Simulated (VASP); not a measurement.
# BeZn3Se4 (I-42m) in VASP: a series of runs

The runs below take BeZn3Se4 through relaxation of shape and atoms at fixed volume, with PBE.

Everything below comes from runs of VASP 6.6.1. Logs are shortened: lines on timing, memory, paths and dates and some standing lists are left out, and cuts for length are marked.

### Step 1. The cell of the first run

It takes space group I-42m (No. 121, tetragonal). Conventional cell: a = 5.650 Å, b = 5.650 Å, c = 11.263 Å, α = 90.00°, β = 90.00°, γ = 90.00°. Within 3.0 Å of Be (site symmetry -42m) lie 4 Se at 2.29 Å. Within 3.3 Å of Zn (site symmetry -4) lie 4 Se at 2.49 Å. Within 3.3 Å of Zn (site symmetry -42m) lie 4 Se at 2.51 Å. Within 3.0 Å of Se (site symmetry m) lie 1 Be at 2.29 Å and 3 Zn at 2.49 to 2.51 Å.

### Step 2. Relaxation of shape and atoms at fixed volume, PBE (22.47 Å³/atom)

Input file INCAR:

```
PREC     = Accurate       # precision mode
ENCUT    = 600            # plane-wave cutoff, eV
EDIFF    = 1E-7           # SCF threshold, eV
ISMEAR   = 0              # smearing method
SIGMA    = 0.02           # smearing width, eV
LREAL    = False          # projectors in reciprocal space
LASPH    = True           # aspherical terms in the spheres
NELM     = 60             # most SCF steps
ALGO     = Normal         # electronic algorithm
ISIF     = 4              # what is computed and relaxed
LWAVE    = False          # write WAVECAR
LCHARG   = False          # write CHGCAR
GGA      = PE             # functional
IBRION   = 2              # ionic algorithm
NSW      = 50             # ionic steps
EDIFFG   = -0.01          # ionic threshold
```

Input file KPOINTS:

```
Automatic mesh
0
Gamma
  8 8 8
```

Input file POSCAR:

```
BeZn3Se4
1.0
   -2.8248463617      2.8248463617      5.6317098312
    2.8248463617     -2.8248463617      5.6317098312
    2.8248463617      2.8248463617     -5.6317098312
Be Zn Se
1 3 4
Direct
    0.0000000000      0.0000000000      0.0000000000
    0.7500000000      0.2500000000      0.5000000000
    0.5000000000      0.5000000000      0.0000000000
    0.2500000000      0.7500000000      0.5000000000
    0.8850420761      0.3508940681      0.0000000000
    0.6491059319      0.6491059319      0.5341480080
    0.3508940681      0.8850420761      0.0000000000
    0.1149579239      0.1149579239      0.4658519920
```

Potentials or basis: VASP PAW PBE potentials, release 64 (Be, Zn, Se).

Command:

```
> cat potpaw_PBE.64/Be/POTCAR potpaw_PBE.64/Zn/POTCAR potpaw_PBE.64/Se/POTCAR > POTCAR
> mpirun -np 1 vasp_std > vasp.out
```

OUTCAR:

```text
PREC = Accurate
   ENCUT = 600
   EDIFF = 1E-7
   ISMEAR = 0
   LREAL = False
   LASPH = True
   NELM = 60
   ISIF = 4
   GGA = PE
   IBRION = 2
   NSW = 50
   EDIFFG = -0.01

 ion  position               nearest neighbor table
   1  0.000  0.000  0.000-   5 2.29   6 2.29   7 2.29   8 2.29
   2  0.750  0.250  0.500-   5 2.49   6 2.49   8 2.49   7 2.49
   3  0.500  0.500  0.000-   6 2.51   5 2.51   7 2.51   8 2.51
   4  0.250  0.750  0.500-   6 2.49   7 2.49   8 2.49   5 2.49
   5  0.885  0.351  0.000-   1 2.29   4 2.49   2 2.49   3 2.51
   6  0.649  0.649  0.534-   1 2.29   2 2.49   4 2.49   3 2.51
   7  0.351  0.885  0.000-   1 2.29   2 2.49   4 2.49   3 2.51
   8  0.115  0.115  0.466-   1 2.29   2 2.49   4 2.49   3 2.51

  LATTYP: Found a body centered tetragonal cell.
 ALAT       =     5.6496927234
 C/A-ratio  =     1.9936340282

  Lattice vectors:

 A1 = (  -2.8248463617,   2.8248463617,   5.6317098312)
 A2 = (   2.8248463617,  -2.8248463617,   5.6317098312)
 A3 = (   2.8248463617,   2.8248463617,  -5.6317098312)

Analysis of symmetry for initial positions (statically):
=====================================================================
 Subroutine PRICEL returns:
 Original cell was already a primitive cell.

 Routine SETGRP: Setting up the symmetry group for a
 body centered tetragonal supercell.

 Subroutine GETGRP returns: Found  8 space group operations
 (whereof  8 operations were pure point group operations)
 out of a pool of 16 trial point group operations.

The static configuration has the point symmetry D_2d.

Analysis of symmetry for dynamics (positions and initial velocities):
=====================================================================
 Subroutine PRICEL returns:
 Original cell was already a primitive cell.

 Routine SETGRP: Setting up the symmetry group for a
 body centered tetragonal supercell.

 Subroutine GETGRP returns: Found  8 space group operations
 (whereof  8 operations were pure point group operations)
 out of a pool of 16 trial point group operations.

The dynamic configuration has the point symmetry D_2d.

 Subroutine INISYM returns: Found  8 space group operations
 (whereof  8 operations are pure point group operations),
 and found     1 'primitive' translations

----------------------------------------------------------------------------------------
[... 111 lines left out ...]
   ISIF   =      4    stress and relaxation
   ISYM   =      2    0-nonsym 1-usesym 2-fastsym
   POTIM  = 0.5000    time-step for ionic-motion
   TEBEG  =    0.0;   TEEND  =   0.0 temperature during run
   PSTRESS=    0.0 pullay stress
   NELECT =      62.0000    total number of electrons
   NUPDOWN=      -1.0000    fix difference up-down
   EMIN   =  10.00;   EMAX   =-10.00  energy-range for DOS
   EFERMI =   0.00;   METHOD = LEGACY
   ISMEAR =     0;   SIGMA  =   0.02  broadening in eV -4-tet -1-fermi 0-gaus
   EFERMI_NEDOS =   21; number of points for ismear=-14 and -15
   IALGO  =     38    algorithm
   IMIX   =      4    mixing-type and parameters
     AMIX     =   0.40;   BMIX     =  1.00
     AMIX_MAG =   1.60;   BMIX_MAG =  1.00
  volume/ion in A,a.u.               =      22.47       151.63
  Fermi-wavevector in a.u.,A,eV,Ry     =   1.148089  2.169573 17.933942  1.318108
  Thomas-Fermi vector in A             =   2.284765
   LORBIT       =      0    0 simple, 1 ext, 2 COOP (PROOUT), +10 PAW based schemes
   GGA     = PE    functional components
   LHFCALC =     F    Hartree Fock is set to
   AEXX    =    0.0000 exact exchange contribution
   IVDW    =     0    specifies the selected vdW correction
   LEPSILON=     F    determine dielectric tensor
   LRPA    =     F    only Hartree local field effects (RPA)
 conjugate gradient relaxation of ions
 non-spin polarized calculation
 Gauss-broadening in eV      SIGMA  =   0.02
  energy-cutoff  :      600.00
  volume of cell :      179.76
 maximum number of plane-waves:      6030
   NGX = 27   NGY = 27   NGZ = 27

 number of electron      62.0000007 magnetization

 Free energy of the ion-electron system (eV)
  ---------------------------------------------------
  ext. energy  EPLUGINS =         0.00000000
  ---------------------------------------------------
  free energy    TOTEN  =       -26.84541424 eV

  energy without entropy =      -26.84541424  energy(sigma->0) =      -26.84541424

 E-fermi :   1.6320     XC(G=0):  -9.1274

 val. band max:        1.5133059687   @ k =   0.0000   0.0000   0.0000
 cond. band min:       3.1283549740   @ k =   0.0000   0.0000   0.0000
 fundamental gap:      1.6150490053
 Fermi energy:         1.6319567062

 k-point     1 :       0.0000    0.0000    0.0000
  band No.  band energies     occupation
      1     -11.5201      2.00000
      2     -10.4288      2.00000
      3     -10.4143      2.00000
      4     -10.4143      2.00000
      5      -4.7971      2.00000
      6      -4.7608      2.00000
[... 949 lines left out ...]
     36       6.8961      0.00000
     37       6.9585      0.00000

 [... further k-points ...]

------------------------ aborting loop because EDIFF is reached ----------------------------------------

  FORCE on cell =-STRESS in cart. coord.  units (eV):
  Direction    XX          YY          ZZ          XY          YZ          ZX
  --------------------------------------------------------------------------------------
  -------------------------------------------------------------------------------------
  Total       -1.6904209     -1.6904209     -1.6847149      0.0000000      0.0000000      0.0000000
  in kB      -15.0666091    -15.0666091    -15.0157516      0.0000000      0.0000000      0.0000000
  external PRESSURE =     -15.0496566 kB  Pullay stress =       0.0000000 kB

 VOLUME and BASIS-vectors are now :
 -----------------------------------------------------------------------------
  energy-cutoff  :      600.00
  volume of cell :      179.76
      direct lattice vectors                 reciprocal lattice vectors
    -2.824846362  2.824846362  5.631709831     0.000000000  0.177000777  0.088782983
     2.824846362 -2.824846362  5.631709831     0.177000777  0.000000000  0.088782983
     2.824846362  2.824846362 -5.631709831     0.177000777  0.177000777  0.000000000

 POSITION                                       TOTAL-FORCE (eV/Angst)
 -----------------------------------------------------------------------------------
      0.00000      0.00000      0.00000        -0.000000      0.000000     -0.000000
      0.00000      2.82485      2.81585        -0.000000      0.000000      0.000000
      0.00000      0.00000      5.63171        -0.000000      0.000000     -0.000000
      2.82485      0.00000      2.81585        -0.000000     -0.000000      0.000000
     -1.50889      1.50889      6.96043         0.000925     -0.000925      0.004834
      1.50889      1.50889      4.30299        -0.000925     -0.000925     -0.004834
      1.50889     -1.50889      6.96043        -0.000925      0.000925      0.004834
      1.31596      1.31596     -1.32872         0.000925      0.000925     -0.004834
 -----------------------------------------------------------------------------------
    total drift:                                0.000007      0.000007      0.000010

  FREE ENERGIE OF THE ION-ELECTRON SYSTEM (eV)
  ---------------------------------------------------
  free  energy   TOTEN  =       -26.8454142412 eV

  energy  without entropy=      -26.8454142412  energy(sigma->0) =      -26.84541424

 reached required accuracy - stopping structural energy minimisation
```

OSZICAR:

```text
N       E                     dE             d eps       ncg     rms          rms(c)
DAV:   1     0.481993843476E+03    0.48199E+03   -0.30247E+04  4366   0.199E+03
DAV:   2     0.341732781506E+02   -0.44782E+03   -0.43292E+03  4432   0.424E+02
DAV:   3    -0.257652863290E+02   -0.59939E+02   -0.58839E+02  5081   0.144E+02
DAV:   4    -0.280128700552E+02   -0.22476E+01   -0.22404E+01  5221   0.262E+01
DAV:   5    -0.280376435091E+02   -0.24773E-01   -0.24757E-01  5325   0.281E+00    0.803E+00
DAV:   6    -0.268588744681E+02    0.11788E+01   -0.28948E+00  6287   0.401E+01    0.624E+00
DAV:   7    -0.268431653336E+02    0.15709E-01   -0.20323E+00  4946   0.682E+00    0.257E+00
DAV:   8    -0.268430060098E+02    0.15932E-03   -0.10099E-01  5306   0.405E+00    0.977E-01
DAV:   9    -0.268448586102E+02   -0.18526E-02   -0.18702E-02  5851   0.243E+00    0.176E-01
DAV:  10    -0.268450312020E+02   -0.17259E-03   -0.26715E-03  5540   0.105E+00    0.101E-01
DAV:  11    -0.268453578270E+02   -0.32662E-03   -0.10442E-03  5574   0.362E-01    0.350E-02
DAV:  12    -0.268454016603E+02   -0.43833E-04   -0.33378E-04  5263   0.218E-01    0.118E-02
DAV:  13    -0.268454116642E+02   -0.10004E-04   -0.54737E-05  5421   0.485E-02    0.799E-03
DAV:  14    -0.268454138890E+02   -0.22248E-05   -0.17332E-05  5010   0.574E-02    0.404E-03
DAV:  15    -0.268454140200E+02   -0.13100E-06   -0.18053E-06  5437   0.230E-02    0.804E-04
DAV:  16    -0.268454142335E+02   -0.21348E-06   -0.51451E-07  4219   0.406E-03    0.592E-04
DAV:  17    -0.268454142412E+02   -0.76661E-08   -0.35234E-08  2997   0.392E-03
   1 F= -.26845414E+02 E0= -.26845414E+02  d E =-.268454E+02
```

It took 13 min on 1 thread of Oxide Virtual Turin-like, shared host; peak memory 0.66 GiB.

Results:

- Free energy: -26.8454 eV
- Pressure after relaxing: -1.5 GPa
- Largest force after relaxing: 0.005 eV/Å
- Band gap on the k mesh: 1.62 eV

Forces on the atoms (eV/Å):
```
Be   0.000  0.000  0.000
Zn   0.000  0.000  0.000
Zn   0.000  0.000  0.000
Zn   0.000  0.000  0.000
Se   0.001 -0.001  0.005
Se  -0.001 -0.001 -0.005
Se  -0.001  0.001  0.005
Se   0.001  0.001 -0.005
```

Final structure:
```
Be Zn Se
1.0
    -2.82485    2.82485    5.63171
     2.82485   -2.82485    5.63171
     2.82485    2.82485   -5.63171
Be Zn Se
1 3 4
Direct
  0.00000 0.00000 0.00000
  0.75000 0.25000 0.50000
  0.50000 0.50000 0.00000
  0.25000 0.75000 0.50000
  0.88504 0.35089 0.00000
  0.64911 0.64911 0.53415
  0.35089 0.88504 0.00000
  0.11496 0.11496 0.46585
```

Caveat: the relaxation stopped at its first step, so nothing moved.

### Step 3. Relaxation of shape and atoms at fixed volume, PBE (20.51 Å³/atom)

This run uses another cell than the first one, of 20.51 Å³/atom.

Input file INCAR:

```
SYSTEM = BeZn3Se4
PREC = Accurate
ENCUT = 600
EDIFF = 1E-6
ISMEAR = 0
SIGMA = 0.02
LREAL = .False.
LASPH = .True.
NELM = 60
ALGO = Normal
ISIF = 4
LWAVE = .False.
LCHARG = .False.
GGA = PE
IBRION = 2
NSW = 50
EDIFFG = -0.01
```

Input file KPOINTS:

```
regular mesh
0
Gamma
  8 8 8
  0 0 0
```

Input file POSCAR:

```
BeZn3Se4
1.0
   -2.7401725830      2.7401725830      5.4621639336
    2.7401725830     -2.7401725830      5.4621639336
    2.7401725830      2.7401725830     -5.4621639336
Be Zn Se
1 3 4
Direct
    0.0000000000      0.0000000000      0.0000000000
    0.7500000000      0.2500000000      0.5000000000
    0.5000000000      0.5000000000      0.0000000000
    0.2500000000      0.7500000000      0.5000000000
    0.8851578883      0.3505879367      0.0000000000
    0.6494120633      0.6494120633      0.5345699517
    0.3505879367      0.8851578883      0.0000000000
    0.1148421117      0.1148421117      0.4654300483
```

Potentials or basis: VASP PAW PBE potentials, release 64 (Be, Zn, Se).

Command:

```
> cat potpaw_PBE.64/Be/POTCAR potpaw_PBE.64/Zn/POTCAR potpaw_PBE.64/Se/POTCAR > POTCAR
> mpirun -np 1 vasp_std > vasp.out
```

Run time: 22 min. Hardware: 1 thread of Oxide Virtual Turin-like, shared host; peak memory 0.64 GiB.

Results (log left out):

- Free energy: -26.7162 eV
- Energy gained by relaxing: 0.0 meV/atom
- Ionic steps: 3
- Pressure after relaxing: 4.6 GPa
- Largest force after relaxing: 0.004 eV/Å
- Band gap on the k mesh: 2.03 eV

Forces on the atoms (eV/Å):
```
Be   0.000  0.000  0.000
Zn   0.000  0.000  0.000
Zn   0.000  0.000  0.000
Zn   0.000  0.000  0.000
Se  -0.001  0.001  0.003
Se   0.001  0.001 -0.003
Se   0.001 -0.001  0.003
Se  -0.001 -0.001 -0.003
```

The path:
```csv
step,energy change (eV),largest force (eV/Å),pressure (GPa),volume (Å³)
1,0.0000,0.0410,4.60,164.05
2,-0.0002,0.0177,4.59,164.05
3,-0.0003,0.0036,4.57,164.05
```

Final structure:
```xyz
8
Lattice="-2.7403 2.7403 5.4616 2.7403 -2.7403 5.4616 2.7403 2.7403 -5.4616" Properties=species:S:1:pos:R:3 pbc="T T T"
Be    0.0000    0.0000    0.0000
Zn    0.0000    2.7403    2.7308
Zn    0.0000    0.0000    5.4616
Zn    2.7403    0.0000    2.7308
Se   -1.4669    1.4669    6.7470
Se    1.4669    1.4669    4.1761
Se    1.4669   -1.4669    6.7470
Se    1.2735    1.2735   -1.2855
```

Levels at points of the mesh, in eV from the valence-band top:
| k point | band 29 | band 30 | band 31 | band 32 | band 33 | band 34 |
| --- | --- | --- | --- | --- | --- | --- |
| (0.00, 0.00, 0.00) | -0.07 | 0.00 | 0.00 | 2.03 | 2.80 | 3.36 |
| (0.50, 0.00, 0.00) | -1.70 | -1.08 | -0.87 | 4.08 | 4.62 | 4.81 |
| (0.50, 0.50, 0.00) | -0.92 | -0.78 | -0.63 | 2.75 | 2.87 | 4.42 |
| (0.50, 0.50, 0.50) | -1.53 | -1.22 | -1.22 | 2.90 | 2.90 | 3.21 |

A k mesh can miss the band edges.
